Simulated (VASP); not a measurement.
# Be (P6_3/mmc) in VASP: further runs, part 2 of 3

VASP 6.6.1. Earlier steps stand in the parts before.

### 4 Relaxation of cell and atoms, PBEsol

This run uses another cell than the first one, of 8.11 Å³/atom, 1.044 times its volume.

File INCAR:

```
SYSTEM = Be
ALGO = Normal ; EDIFF = 1E-6
EDIFFG = -0.01 ; ENCUT = 600
GGA = PS ; IBRION = 2
ISIF = 3 ; ISMEAR = -1
LASPH = .True. ; LCHARG = .False.
LREAL = .False. ; LWAVE = .False.
NELM = 100 ; NSW = 60
PREC = Accurate ; SIGMA = 0.05
```

File KPOINTS:

```
k-points
0
Gamma
  13 13 8
  0 0 0
```

File POSCAR:

```
Be
1.0
    2.2853000000      0.0000000000      0.0000000000
   -1.1426500000      1.9791278553      0.0000000000
    0.0000000000      0.0000000000      3.5842000000
Be
2
Direct
    0.6666666667      0.3333333333      0.7500000000
    0.3333333333      0.6666666667      0.2500000000
```

Potentials or basis: VASP PAW PBE potentials, release 64 (Be).

Started as:

```sh
> cat potpaw_PBE.64/Be/POTCAR > POTCAR
> mpirun -np 1 vasp_std > vasp.out
```

OUTCAR:

```text
SYSTEM = Be
   EDIFF = 1E-6
   EDIFFG = -0.01
   ENCUT = 600
   GGA = PS
   IBRION = 2
   ISIF = 3
   ISMEAR = -1
   LASPH = .True.
   LREAL = .False.
   NELM = 100
   NSW = 60
   PREC = Accurate

 ion  position               nearest neighbor table
   1  0.667  0.333  0.750-   2 2.23   2 2.23   2 2.23   2 2.23   2 2.23   2 2.23
   2  0.333  0.667  0.250-   1 2.23   1 2.23   1 2.23   1 2.23   1 2.23   1 2.23

  LATTYP: Found a hexagonal cell.
 ALAT       =     2.2853000000
 C/A-ratio  =     1.5683717674

  Lattice vectors:

 A1 = (   2.2853000000,   0.0000000000,   0.0000000000)
 A2 = (  -1.1426500000,   1.9791278553,   0.0000000000)
 A3 = (   0.0000000000,   0.0000000000,   3.5842000000)

Analysis of symmetry for initial positions (statically):
=====================================================================
 Subroutine PRICEL returns:
 Original cell was already a primitive cell.

 Routine SETGRP: Setting up the symmetry group for a
 hexagonal supercell.

 Subroutine GETGRP returns: Found 24 space group operations
 (whereof 12 operations were pure point group operations)
 out of a pool of 24 trial point group operations.

The static configuration has the point symmetry D_3d.
 The point group associated with its full space group is D_6h.

Analysis of symmetry for dynamics (positions and initial velocities):
=====================================================================
 Subroutine PRICEL returns:
 Original cell was already a primitive cell.

 Routine SETGRP: Setting up the symmetry group for a
 hexagonal supercell.

 Subroutine GETGRP returns: Found 24 space group operations
 (whereof 12 operations were pure point group operations)
 out of a pool of 24 trial point group operations.

The dynamic configuration has the point symmetry D_3d.
 The point group associated with its full space group is D_6h.

 Subroutine INISYM returns: Found 24 space group operations
 (whereof 12 operations are pure point group operations),
 and found     1 'primitive' translations

----------------------------------------------------------------------------------------

                                     Primitive cell

  volume of cell :      16.2110

  direct lattice vectors                    reciprocal lattice vectors
     2.285300000  0.000000000  0.000000000     0.437579311  0.252636533  0.000000000
    -1.142650000  1.979127855  0.000000000     0.000000000  0.505273066  0.000000000
     0.000000000  0.000000000  3.584200000     0.000000000  0.000000000  0.279002288

  length of vectors
     2.285300000  2.285300000  3.584200000     0.505273066  0.505273066  0.279002288

  position of ions in fractional coordinates (direct lattice)
     0.666666667  0.333333333  0.750000000
     0.333333333  0.666666667  0.250000000

  ion indices of the primitive-cell ions
   primitive index   ion index
                 1           1
                 2           2

----------------------------------------------------------------------------------------

 KPOINTS: k-points

Automatic generation of k-mesh.
 Grid dimensions read from file:
 generate k-points for:   13   13    8

 Generating k-lattice:

  Cartesian coordinates                     Fractional coordinates (reciprocal lattice)
     0.033659947  0.019433579  0.000000000     0.076923077  0.000000000  0.000000000
     0.000000000  0.038867159  0.000000000     0.000000000  0.076923077  0.000000000
     0.000000000  0.000000000  0.034875286     0.000000000  0.000000000  0.125000000

  Length of vectors
     0.038867159  0.038867159  0.034875286

  Shift w.r.t. Gamma in fractional coordinates (k-lattice)
     0.000000000  0.000000000  0.000000000

 Subroutine IBZKPT returns following result:
 ===========================================

 Found    105 irreducible k-points:

 Following reciprocal coordinates:
            Coordinates               Weight
  0.000000  0.000000  0.000000      1.000000
  0.076923  0.000000  0.000000      6.000000
  0.153846  0.000000  0.000000      6.000000
  0.230769  0.000000  0.000000      6.000000
  0.307692  0.000000  0.000000      6.000000
  0.384615  0.000000  0.000000      6.000000
[... 16 lines left out ...]
  0.076923  0.000000  0.125000     12.000000
  0.153846  0.000000  0.125000     12.000000
 [... further k-points ...]
   k-points           NKPTS =    105   k-points in BZ     NKDIM =    105   number of bands    NBANDS=      6
   number of dos      NEDOS =    301   number of ions     NIONS =      2
   total plane-waves  NPLWV =   9720
   dimension x,y,z NGX =    18 NGY =   18 NGZ =   30
   dimension x,y,z NGXF=    36 NGYF=   36 NGZF=   60
   ions per type =               2
   NGX,Y,Z   is equivalent  to a cutoff of  13.09, 13.09, 13.91 a.u.
   NGXF,Y,Z  is equivalent  to a cutoff of  26.19, 26.19, 27.83 a.u.
 SYSTEM =  Be
   PREC   = accura    normal or accurate (medium, high low for compatibility)
   ISTART =      0    job   : 0-new  1-cont  2-samecut
   ICHARG =      2    charge: 1-file 2-atom 10-const
   ISPIN  =      1    spin polarized calculation?
   LNONCOLLINEAR =      F non collinear calculations
   LSORBIT =      F    spin-orbit coupling
   LASPH  =      T    aspherical Exc in radial PAW
   ENCUT  =  600.0 eV  44.10 Ry    6.64 a.u.   4.56  4.56  7.16*2*pi/ulx,y,z
   NELM   =    100;   NELMIN=  2; NELMDL= -5     # of ELM steps
   EDIFF  = 0.1E-05   stopping-criterion for ELM
   LREAL  =      F    real-space projection
   EDIFFG = -.1E-01   stopping-criterion for IOM
   NSW    =     60    number of steps for IOM
   IBRION =      2    ionic relax: 0-MD 1-quasi-New 2-CG
   NFREE  =      1    steps in history (QN), initial steepest desc. (CG)
   ISIF   =      3    stress and relaxation
   ISYM   =      2    0-nonsym 1-usesym 2-fastsym
   POTIM  = 0.5000    time-step for ionic-motion
   TEBEG  =    0.0;   TEEND  =   0.0 temperature during run
   PSTRESS=    0.0 pullay stress
   NELECT =       4.0000    total number of electrons
   NUPDOWN=      -1.0000    fix difference up-down
   EMIN   =  10.00;   EMAX   =-10.00  energy-range for DOS
[... 5 lines left out ...]
     AMIX     =   0.40;   BMIX     =  1.00
     AMIX_MAG =   1.60;   BMIX_MAG =  1.00
  volume/ion in A,a.u.               =       8.11        54.70
  Fermi-wavevector in a.u.,A,eV,Ry     =   1.026814  1.940397 14.345258  1.054347
  Thomas-Fermi vector in A             =   2.160726
   LORBIT       =      0    0 simple, 1 ext, 2 COOP (PROOUT), +10 PAW based schemes
   GGA     = PS    functional components
   LHFCALC =     F    Hartree Fock is set to
   AEXX    =    0.0000 exact exchange contribution
   IVDW    =     0    specifies the selected vdW correction
   LEPSILON=     F    determine dielectric tensor
   LRPA    =     F    only Hartree local field effects (RPA)
 conjugate gradient relaxation of ions
 non-spin polarized calculation
  energy-cutoff  :      600.00
  volume of cell :       16.21
 maximum number of plane-waves:       555
   NGX =  9   NGY =  9   NGZ = 15

--------------------------------------- Ionic step        1  -------------------------------------------

 number of electron       4.0000000 magnetization

 Free energy of the ion-electron system (eV)
  ---------------------------------------------------
  ext. energy  EPLUGINS =         0.00000000
  ---------------------------------------------------
  free energy    TOTEN  =        -7.98847743 eV

  energy without entropy =       -7.98739828  energy(sigma->0) =       -7.98793785

------------------------ aborting loop because EDIFF is reached ----------------------------------------

  FORCE on cell =-STRESS in cart. coord.  units (eV):
  Direction    XX          YY          ZZ          XY          YZ          ZX
  --------------------------------------------------------------------------------------
  -------------------------------------------------------------------------------------
  Total       -0.3282490     -0.3282490     -0.4084964      0.0000000      0.0000000      0.0000000
  in kB      -32.4417770    -32.4417770    -40.3728567      0.0000000      0.0000000      0.0000000
  external PRESSURE =     -35.0854703 kB  Pullay stress =       0.0000000 kB
[... 131 lines left out ...]
--------------------------------------- Ionic step        5  -------------------------------------------

 number of electron       4.0000000 magnetization

 Free energy of the ion-electron system (eV)
  ---------------------------------------------------
  ext. energy  EPLUGINS =         0.00000000
  ---------------------------------------------------
  free energy    TOTEN  =        -7.99381745 eV

  energy without entropy =       -7.99274532  energy(sigma->0) =       -7.99328138

 E-fermi :   6.8870     XC(G=0): -10.6251

 val. band max:        6.8173773671   @ k =   0.2308   0.1538   0.0000
 cond. band min:       6.9602915589   @ k =   0.3077   0.1538   0.0000
 fundamental gap:      0.1429141918
 Fermi energy:         6.8869568556

 k-point     1 :       0.0000    0.0000    0.0000
  band No.  band energies     occupation
      1      -4.3138      2.00000
      2       2.6279      2.00000
      3       8.2893      0.00000
      4      23.0153      0.00000
      5      23.0153      0.00000
      6      25.8988      0.00000
[... 199 lines left out ...]
 k-point    24 :       0.1538    0.0000    0.1250
  band No.  band energies     occupation
      1      -3.4988      2.00000
      2       2.6973      2.00000
      3       9.5771      0.00000
      4      18.9236      0.00000
      5      20.5676      0.00000
      6      25.1449      0.00000

 [... further k-points ...]
[... 5 lines left out ...]
  --------------------------------------------------------------------------------------
  -------------------------------------------------------------------------------------
  Total        0.0023861      0.0023861      0.0130575      0.0000000      0.0000000      0.0000000
  in kB        0.2430493      0.2430493      1.3300200      0.0000000      0.0000000      0.0000000
  external PRESSURE =       0.6053729 kB  Pullay stress =       0.0000000 kB
[... 17 lines left out ...]
  FREE ENERGIE OF THE ION-ELECTRON SYSTEM (eV)
  ---------------------------------------------------
  free  energy   TOTEN  =        -7.9938174462 eV

  energy  without entropy=       -7.9927453237  energy(sigma->0) =       -7.99328138

 reached required accuracy - stopping structural energy minimisation
```

It took 9.3 s on 1 thread of Intel Xeon 6975P-C, shared host; peak memory 0.13 GiB.

What came out:

```yaml
Free_energy: -7.9938 eV
Relaxed_volume: 7.86 Å³/atom
Relaxed_cell: a = 2.263 Å, b = 2.263 Å, c = 3.546 Å, α = 90.00°, β = 90.00°, γ = 120.00°
Space_group_after_relaxing_to_0.05_Å: P6_3/mmc (No. 194)
Energy_gained_by_relaxing: 2.7 meV/atom
Ionic_steps: 5
Pressure_after_relaxing: 0.1 GPa
Band_gap_on_the_k_mesh: zero (band 2 reaches 8.15 eV, above the bottom of band 3 at 6.51 eV)
```

Step by step:
| step | energy change (eV) | largest force (eV/Å) | pressure (GPa) | volume (Å³) |
| --- | --- | --- | --- | --- |
| 1 | 0.0000 | 0.0000 | -3.51 | 16.21 |
| 2 | -0.0052 | 0.0000 | -0.46 | 15.80 |
| 3 | -0.0053 | 0.0000 | -0.03 | 15.74 |
| 4 | -0.0053 | 0.0000 | 0.04 | 15.73 |
| 5 | -0.0053 | 0.0000 | 0.06 | 15.73 |

Final structure:
```
Be
1.0
     2.26326    0.00000    0.00000
    -1.13163    1.96004    0.00000
     0.00000    0.00000    3.54579
Be
2
Direct
  0.66667 0.33333 0.75000
  0.33333 0.66667 0.25000
```

Caveat: the PAW data sets were made with another functional, which shifts forces and pressure a little.

(Continued in part 3 of 3.)
